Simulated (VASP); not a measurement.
# TaN (P-6m2) in VASP: single point with LDA

Aim: the single point of TaN with LDA.

Program: VASP 6.6.1. These are calculated values, not measurements. Logs are shortened: lines on timing, memory, paths and dates and some standing lists are left out, and cuts for length are marked.

### Step 1. The cell of the first run

The structure is hexagonal, space group P-6m2 (No. 187). The conventional cell has a = 2.938 Å, b = 2.938 Å, c = 2.883 Å, α = 90.00°, β = 90.00°, γ = 120.00°. Within 3.0 Å of Ta (site symmetry -6m2) lie 6 N at 2.23 Å and 8 Ta at 2.88 to 2.94 Å. Within 3.0 Å of N (site symmetry -6m2) lie 6 Ta at 2.23 Å and 8 N at 2.88 to 2.94 Å.

### Step 2. Single point, LDA

File INCAR:

```
PREC     = Accurate       # precision mode
ENCUT    = 600            # plane-wave cutoff, eV
EDIFF    = 1E-6           # SCF threshold, eV
ISMEAR   = -1             # smearing method
SIGMA    = 0.1            # smearing width, eV
LREAL    = False          # projectors in reciprocal space
LASPH    = True           # aspherical terms in the spheres
NELM     = 120            # most SCF steps
ALGO     = Normal         # electronic algorithm
ISIF     = 2              # what is computed and relaxed
LWAVE    = False          # write WAVECAR
LCHARG   = False          # write CHGCAR
GGA      = CA             # functional
NBANDS   = 78             # bands
GGA_COMPAT= False
```

File KPOINTS:

```
Automatic mesh
0
Gamma
  3 3 2
```

File POSCAR:

```
TaN
1.0
    5.8760004199      0.0000000000      0.0000000000
   -2.9380002100      5.0887656363      0.0000000000
    0.0000000000      0.0000000000      5.7660000000
Ta N
8 8
Direct
    0.1666666667      0.3333333333      0.2500000000
    0.1666666667      0.3333333333      0.7500000000
    0.1666666667      0.8333333333      0.2500000000
    0.1666666667      0.8333333333      0.7500000000
    0.6666666667      0.3333333333      0.2500000000
    0.6666666667      0.3333333333      0.7500000000
    0.6666666667      0.8333333333      0.2500000000
    0.6666666667      0.8333333333      0.7500000000
    0.0000000000      0.0000000000      0.0000000000
    0.0000000000      0.0000000000      0.5000000000
    0.0000000000      0.5000000000      0.0000000000
    0.0000000000      0.5000000000      0.5000000000
    0.5000000000      0.0000000000      0.0000000000
    0.5000000000      0.0000000000      0.5000000000
    0.5000000000      0.5000000000      0.0000000000
    0.5000000000      0.5000000000      0.5000000000
```

Potentials or basis: VASP PAW LDA potentials, release 64 (Ta_pv, N).

Command:

```console
cat potpaw_LDA.64/Ta_pv/POTCAR potpaw_LDA.64/N/POTCAR > POTCAR
mpirun -np 1 vasp_std > vasp.out
```

OUTCAR:

```text
PREC = Accurate
   ENCUT = 600
   EDIFF = 1E-6
   ISMEAR = -1
   LREAL = False
   LASPH = True
   NELM = 120
   ISIF = 2
   GGA = CA

 ion  position               nearest neighbor table
   1  0.167  0.333  0.250-  15 2.23  16 2.23   9 2.23  10 2.23  11 2.23  12 2.23   2 2.88   2 2.88
                             7 2.94   7 2.94   5 2.94   5 2.94   3 2.94   3 2.94
   2  0.167  0.333  0.750-  15 2.23  16 2.23   9 2.23  10 2.23  11 2.23  12 2.23   1 2.88   1 2.88
                             8 2.94   8 2.94   6 2.94   6 2.94   4 2.94   4 2.94
   3  0.167  0.833  0.250-  13 2.23  14 2.23  11 2.23  12 2.23   9 2.23  10 2.23   4 2.88   4 2.88
                             5 2.94   5 2.94   7 2.94   7 2.94   1 2.94   1 2.94
   4  0.167  0.833  0.750-  13 2.23  14 2.23  11 2.23  12 2.23   9 2.23  10 2.23   3 2.88   3 2.88
                             6 2.94   6 2.94   8 2.94   8 2.94   2 2.94   2 2.94
   5  0.667  0.333  0.250-  11 2.23  12 2.23  13 2.23  14 2.23  15 2.23  16 2.23   6 2.88   6 2.88
                             3 2.94   3 2.94   1 2.94   1 2.94   7 2.94   7 2.94
   6  0.667  0.333  0.750-  11 2.23  12 2.23  13 2.23  14 2.23  15 2.23  16 2.23   5 2.88   5 2.88
                             4 2.94   4 2.94   2 2.94   2 2.94   8 2.94   8 2.94
   7  0.667  0.833  0.250-   9 2.23  10 2.23  15 2.23  16 2.23  13 2.23  14 2.23   8 2.88   8 2.88
                             1 2.94   1 2.94   3 2.94   3 2.94   5 2.94   5 2.94
   8  0.667  0.833  0.750-   9 2.23  10 2.23  15 2.23  16 2.23  13 2.23  14 2.23   7 2.88   7 2.88
                             2 2.94   2 2.94   4 2.94   4 2.94   6 2.94   6 2.94
   9  0.000  0.000  0.000-   7 2.23   8 2.23   1 2.23   2 2.23   3 2.23   4 2.23
  10  0.000  0.000  0.500-   7 2.23   8 2.23   1 2.23   2 2.23   3 2.23   4 2.23
  11  0.000  0.500  0.000-   5 2.23   6 2.23   3 2.23   4 2.23   1 2.23   2 2.23
  12  0.000  0.500  0.500-   5 2.23   6 2.23   3 2.23   4 2.23   1 2.23   2 2.23
  13  0.500  0.000  0.000-   3 2.23   4 2.23   5 2.23   6 2.23   7 2.23   8 2.23
  14  0.500  0.000  0.500-   3 2.23   4 2.23   5 2.23   6 2.23   7 2.23   8 2.23
  15  0.500  0.500  0.000-   1 2.23   2 2.23   7 2.23   8 2.23   5 2.23   6 2.23
  16  0.500  0.500  0.500-   1 2.23   2 2.23   7 2.23   8 2.23   5 2.23   6 2.23

  LATTYP: Found a hexagonal cell.
 ALAT       =     5.8760004199
 C/A-ratio  =     0.9812797120

  Lattice vectors:

 A1 = (   5.8760004199,   0.0000000000,   0.0000000000)
 A2 = (  -2.9380002100,   5.0887656363,   0.0000000000)
 A3 = (   0.0000000000,   0.0000000000,   5.7660000000)

Analysis of symmetry for initial positions (statically):
=====================================================================
 Subroutine PRICEL returns following result:

  LATTYP: Found a hexagonal cell.
 ALAT       =     2.9380002100
 C/A-ratio  =     0.9812797120

  Lattice vectors:

 A1 = (   2.9380002099,   0.0000000000,   0.0000000000)
 A2 = (  -1.4690001050,   2.5443828181,   0.0000000000)
 A3 = (   0.0000000000,   0.0000000000,   2.8830000000)

   8 primitive cells build up your supercell.

 Routine SETGRP: Setting up the symmetry group for a
 hexagonal supercell.

 Subroutine GETGRP returns: Found 12 space group operations
 (whereof 12 operations were pure point group operations)
 out of a pool of 24 trial point group operations.

The static configuration has the point symmetry D_3h.

Analysis of symmetry for dynamics (positions and initial velocities):
=====================================================================
 Subroutine PRICEL returns following result:

  LATTYP: Found a hexagonal cell.
 ALAT       =     2.9380002100
 C/A-ratio  =     0.9812797120

  Lattice vectors:

 A1 = (   2.9380002099,   0.0000000000,   0.0000000000)
 A2 = (  -1.4690001050,   2.5443828181,   0.0000000000)
 A3 = (   0.0000000000,   0.0000000000,   2.8830000000)

   8 primitive cells build up your supercell.

 Routine SETGRP: Setting up the symmetry group for a
 hexagonal supercell.

 Subroutine GETGRP returns: Found 12 space group operations
 (whereof 12 operations were pure point group operations)
 out of a pool of 24 trial point group operations.

The dynamic configuration has the point symmetry D_3h.

 Subroutine INISYM returns: Found 12 space group operations
 (whereof 12 operations are pure point group operations),
 and found     8 'primitive' translations

----------------------------------------------------------------------------------------

                                     Primitive cell

  volume of cell :      21.5516

  direct lattice vectors                    reciprocal lattice vectors
     2.938000210  0.000000000  0.000000000     0.340367573  0.196511310  0.000000000
    -1.469000105  2.544382818  0.000000000     0.000000000  0.393022619  0.000000000
     0.000000000  0.000000000  2.883000000     0.000000000  0.000000000  0.346860909

  length of vectors
     2.938000210  2.938000210  2.883000000     0.393022619  0.393022619  0.346860909

  position of ions in fractional coordinates (direct lattice)
     0.333333333  0.666666667  0.500000000
     0.000000000  0.000000000  0.000000000

  ion indices of the primitive-cell ions
   primitive index   ion index
                 1           1
                 2          11

----------------------------------------------------------------------------------------

 KPOINTS: Automatic mesh

Automatic generation of k-mesh.
 Grid dimensions read from file:
 generate k-points for:    3    3    2

 Generating k-lattice:

  Cartesian coordinates                     Fractional coordinates (reciprocal lattice)
     0.056727929  0.032751885  0.000000000     0.333333333  0.000000000  0.000000000
     0.000000000  0.065503770  0.000000000     0.000000000  0.333333333  0.000000000
     0.000000000  0.000000000  0.086715227     0.000000000  0.000000000  0.500000000

  Length of vectors
     0.065503770  0.065503770  0.086715227

  Shift w.r.t. Gamma in fractional coordinates (k-lattice)
     0.000000000  0.000000000  0.000000000

 Subroutine IBZKPT returns following result:
 ===========================================

 Found      6 irreducible k-points:

 Following reciprocal coordinates:
            Coordinates               Weight
  0.000000  0.000000  0.000000      1.000000
  0.333333  0.000000  0.000000      6.000000
  0.333333  0.333333  0.000000      2.000000
  0.000000  0.000000  0.500000      1.000000
  0.333333  0.000000  0.500000      6.000000
  0.333333  0.333333  0.500000      2.000000
   k-points           NKPTS =      6   k-points in BZ     NKDIM =      6   number of bands    NBANDS=     78
   number of dos      NEDOS =    301   number of ions     NIONS =     16
   total plane-waves  NPLWV = 110592
   dimension x,y,z NGX =    48 NGY =   48 NGZ =   48
   dimension x,y,z NGXF=    96 NGYF=   96 NGZF=   96
   ions per type =               8   8
   NGX,Y,Z   is equivalent  to a cutoff of  13.58, 13.58, 13.84 a.u.
   NGXF,Y,Z  is equivalent  to a cutoff of  27.16, 27.16, 27.68 a.u.
 SYSTEM =  unknown system
   PREC   = accura    normal or accurate (medium, high low for compatibility)
   ISTART =      0    job   : 0-new  1-cont  2-samecut
   ICHARG =      2    charge: 1-file 2-atom 10-const
   ISPIN  =      1    spin polarized calculation?
   LNONCOLLINEAR =      F non collinear calculations
   LSORBIT =      F    spin-orbit coupling
   LASPH  =      T    aspherical Exc in radial PAW
   ENCUT  =  600.0 eV  44.10 Ry    6.64 a.u.  11.74 11.74 11.52*2*pi/ulx,y,z
   NELM   =    120;   NELMIN=  2; NELMDL= -5     # of ELM steps
   EDIFF  = 0.1E-05   stopping-criterion for ELM
   LREAL  =      F    real-space projection
   EDIFFG = 0.1E-04   stopping-criterion for IOM
   NSW    =      0    number of steps for IOM
   IBRION =     -1    ionic relax: 0-MD 1-quasi-New 2-CG
   NFREE  =      0    steps in history (QN), initial steepest desc. (CG)
   ISIF   =      2    stress and relaxation
   ISYM   =      2    0-nonsym 1-usesym 2-fastsym
   POTIM  = 0.5000    time-step for ionic-motion
   TEBEG  =    0.0;   TEEND  =   0.0 temperature during run
   PSTRESS=    0.0 pullay stress
   NELECT =     128.0000    total number of electrons
   NUPDOWN=      -1.0000    fix difference up-down
   EMIN   =  10.00;   EMAX   =-10.00  energy-range for DOS
   EFERMI =   0.00;   METHOD = LEGACY
   ISMEAR =    -1;   SIGMA  =   0.10  broadening in eV -4-tet -1-fermi 0-gaus
   EFERMI_NEDOS =   21; number of points for ismear=-14 and -15
   IALGO  =     38    algorithm
   IMIX   =      4    mixing-type and parameters
     AMIX     =   0.40;   BMIX     =  1.00
     AMIX_MAG =   1.60;   BMIX_MAG =  1.00
  volume/ion in A,a.u.               =      10.78        72.72
  Fermi-wavevector in a.u.,A,eV,Ry     =   1.482365  2.801264 29.897528  2.197406
  Thomas-Fermi vector in A             =   2.596160
   LORBIT       =      0    0 simple, 1 ext, 2 COOP (PROOUT), +10 PAW based schemes
   GGA     = CA    functional components
   LHFCALC =     F    Hartree Fock is set to
   AEXX    =    0.0000 exact exchange contribution
   IVDW    =     0    specifies the selected vdW correction
   LEPSILON=     F    determine dielectric tensor
   LRPA    =     F    only Hartree local field effects (RPA)
 non-spin polarized calculation
  energy-cutoff  :      600.00
  volume of cell :      172.41
 maximum number of plane-waves:      5772
 NGX is ok and might be reduce to    48
   NGX = 23   NGY = 23   NGZ = 23

 number of electron     128.0000011 magnetization

 Free energy of the ion-electron system (eV)
  ---------------------------------------------------
  ext. energy  EPLUGINS =         0.00000000
  ---------------------------------------------------
  free energy    TOTEN  =      -197.41599671 eV

  energy without entropy =     -197.39063180  energy(sigma->0) =     -197.40331426

 E-fermi :   8.2821     XC(G=0): -13.5821

 val. band max:        8.2534015446   @ k =   0.3333   0.3333   0.0000
 cond. band min:       8.8650656277   @ k =   0.0000   0.0000   0.5000
 fundamental gap:      0.6116640831
 Fermi energy:         8.2821278329

 k-point     1 :       0.0000    0.0000    0.0000
  band No.  band energies     occupation
      1     -27.4607      2.00000
      2     -27.3094      2.00000
      3     -27.3094      2.00000
      4     -27.3094      2.00000
      5     -27.1942      2.00000
      6     -27.1942      2.00000
[... 68 lines left out ...]
     75      12.1397      0.00000
     76      12.1444      0.00000

 k-point     2 :       0.3333    0.0000    0.0000
  band No.  band energies     occupation
      1     -27.3955      2.00000
      2     -27.2623      2.00000
      3     -27.1945      2.00000
      4     -27.1945      2.00000
      5     -27.1814      2.00000
      6     -27.1814      2.00000
[... 68 lines left out ...]
     75      11.7114      0.00000
     76      11.8003      0.00000

 k-point     3 :       0.3333    0.3333    0.0000
  band No.  band energies     occupation
      1     -27.2960      2.00000
      2     -27.2960      2.00000
      3     -27.2960      2.00000
      4     -27.1605      2.00000
      5     -27.0459      2.00000
      6     -26.9424      2.00000
[... 68 lines left out ...]
     75      10.8884      0.00000
     76      10.8885      0.00000

 k-point     4 :       0.0000    0.0000    0.5000
  band No.  band energies     occupation
      1     -27.2241      2.00000
      2     -27.2241      2.00000
      3     -27.2241      2.00000
      4     -27.2241      2.00000
      5     -27.2241      2.00000
      6     -27.2241      2.00000
[... 68 lines left out ...]
     75      12.2428      0.00000
     76      12.2428      0.00000

 k-point     5 :       0.3333    0.0000    0.5000
  band No.  band energies     occupation
      1     -27.1014      2.00000
      2     -27.1014      2.00000
      3     -27.1014      2.00000
      4     -27.1014      2.00000
      5     -26.9928      2.00000
      6     -26.9928      2.00000
[... 68 lines left out ...]
     75      10.9239      0.00000
     76      10.9239      0.00000

 k-point     6 :       0.3333    0.3333    0.5000
  band No.  band energies     occupation
      1     -26.9660      2.00000
      2     -26.9660      2.00000
      3     -26.8935      2.00000
      4     -26.8935      2.00000
      5     -26.8935      2.00000
      6     -26.8935      2.00000
[... 68 lines left out ...]
     75      11.4100      0.00000
     76      11.4100      0.00000
 [bands above 76 left out]

------------------------ aborting loop because EDIFF is reached ----------------------------------------

  FORCE on cell =-STRESS in cart. coord.  units (eV):
  Direction    XX          YY          ZZ          XY          YZ          ZX
  --------------------------------------------------------------------------------------
  -------------------------------------------------------------------------------------
  Total      -11.3015258    -11.3015258     -8.4246438      0.0000000      0.0000000      0.0000000
  in kB     -105.0216305   -105.0216305    -78.2876445      0.0000000      0.0000000      0.0000000
  external PRESSURE =     -96.1103019 kB  Pullay stress =       0.0000000 kB

 VOLUME and BASIS-vectors are now :
 -----------------------------------------------------------------------------
  energy-cutoff  :      600.00
  volume of cell :      172.41
      direct lattice vectors                 reciprocal lattice vectors
     5.876000420  0.000000000  0.000000000     0.170183786  0.098255655  0.000000000
    -2.938000210  5.088765636  0.000000000     0.000000000  0.196511310  0.000000000
     0.000000000  0.000000000  5.766000000     0.000000000  0.000000000  0.173430454

 POSITION                                       TOTAL-FORCE (eV/Angst)
 -----------------------------------------------------------------------------------
      0.00000      1.69626      1.44150        -0.000000     -0.000000     -0.000000
      0.00000      1.69626      4.32450         0.000000     -0.000000      0.000000
     -1.46900      4.24064      1.44150         0.000000      0.000000      0.000000
     -1.46900      4.24064      4.32450         0.000000      0.000000      0.000000
      2.93800      1.69626      1.44150        -0.000000     -0.000000      0.000000
      2.93800      1.69626      4.32450         0.000000     -0.000000     -0.000000
[... 8 lines left out ...]
      1.46900      2.54438      0.00000        -0.000000      0.000000     -0.000000
      1.46900      2.54438      2.88300        -0.000000     -0.000000      0.000000
 -----------------------------------------------------------------------------------
    total drift:                               -0.000000      0.000000      0.000000

  FREE ENERGIE OF THE ION-ELECTRON SYSTEM (eV)
  ---------------------------------------------------
  free  energy   TOTEN  =      -197.4159967102 eV

  energy  without entropy=     -197.3906318006  energy(sigma->0) =     -197.40331426
```

It took 55 s on 1 thread of AMD EPYC 9R45 (Zen 5), shared host; peak memory 0.26 GiB.

What came out:

- Free energy: -197.4160 eV
- Pressure: -9.6 GPa
- Band gap on the k mesh: zero (bands 64 and 65 overlap by 0.26 eV)

Caveat: the k points lie up to 0.54 Å⁻¹ apart; spin-orbit coupling is left out, which moves the levels of the heavy elements.
